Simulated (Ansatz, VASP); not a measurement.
**Two plane-wave programs on WSe2**

```
W Se
1.0
     3.27776    0.00000    0.00000
    -1.63888    2.83862    0.00000
     0.00000    0.00000    7.18427
W Se
1 2
Direct
  0.00000 0.00000 0.00000
  0.33333 0.66667 0.23288
  0.33333 0.66667 0.76712
```

Change from the starting cell: biaxial_xy strain -0.6%.

Alike in both runs: task single point; functional r2SCAN; k mesh 12 × 12 × 4; no spin polarisation.

|  | VASP | Ansatz |
| --- | --- | --- |
| version | VASP 6.6.1 | Ansatz 0.2.0 |
| potentials or method | VASP PAW PBE potentials, release 64 (W_sv, Se) | plane waves, PAW |
| plane-wave cutoff (eV) | 520 | 500 |
| occupations | gaussian, width 0.01 eV | fixed |
| valence electrons in the cell | 26 | 46 |

```csv
,VASP,Ansatz,Ansatz less VASP
gap on the k mesh at the Fermi level (eV),1.50,1.51,+0.001
pressure (GPa),2.4,2.1,-0.32
"traceless stress, the component that is largest in VASP (GPa)",-0.97,-1.01,-0.039
rms of the force components (eV/Å),0.011,0.011,+0.0004
```

VASP's potentials were made for PBE, not for r2SCAN. Atom by atom the forces differ by 0.022 eV/Å (rms over components). VASP's potentials hold 26 valence electrons a cell and Ansatz's 46, so a difference there can come from the potentials and not from the codes.

Neither program's run includes spin-orbit coupling.
